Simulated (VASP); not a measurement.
Wanted: the native input for a VASP 6.6.1 run.

```
Task                   : single point
Functional             : PBE
Potentials or basis    : VASP PAW PBE potentials, release 64 (B, N)
Cutoff                 : 520 eV
k mesh                 : 6 × 6 × 6
Occupations            : gaussian, width 0.05 eV
Spin                   : no spin polarisation
Dipole correction      : no
Further INCAR settings : ALGO = Normal; EDIFF = 1e-07; NBANDS = 16
```

The structure of BN lies in POSCAR:

```
BN
1.0
    0.0000000000     -1.8123937734     -1.8607846871
   -1.8607846871      0.0000000000     -1.8607846871
    1.8607846871      1.8123937734     -3.7215693743
B N
2 2
Direct
   -0.0047981010      0.0213932330      0.0000000000
    0.5047981010      0.4786067670      0.5000000000
    0.3700897898      0.3968930928      0.8750000000
    0.8799102102      0.8531069072      0.3750000000
```

The input as run:

INCAR

```
PREC     = Accurate       # precision mode
ENCUT    = 520            # plane-wave cutoff, eV
EDIFF    = 1E-7           # SCF threshold, eV
ISMEAR   = 0              # smearing method
SIGMA    = 0.05           # smearing width, eV
LREAL    = False          # projectors in reciprocal space
LASPH    = True           # aspherical terms in the spheres
NELM     = 80             # most SCF steps
ALGO     = Normal         # electronic algorithm
ISIF     = 2              # what is computed and relaxed
LWAVE    = False          # write WAVECAR
LCHARG   = False          # write CHGCAR
GGA      = PE             # functional
NBANDS   = 16             # bands
```

KPOINTS

```
regular mesh
0
Gamma
  6 6 6
```

Potentials or basis: VASP PAW PBE potentials, release 64 (B, N).

Run with:

```sh
$ cat potpaw_PBE.64/B/POTCAR potpaw_PBE.64/N/POTCAR > POTCAR
$ mpirun -np 1 vasp_std > vasp.out
```

Results of the run:

```yaml
Pressure: -17.7 GPa
Largest_force: 0.631 eV/Å
Band_gap_on_the_k_mesh: 3.94 eV
```

Caveat: the k points lie up to 0.48 Å⁻¹ apart.

It took 17 s on 1 thread of Intel(R) Xeon(R) 6975P-C (Granite Rapids), on a shared host, peak memory 0.16 GiB.
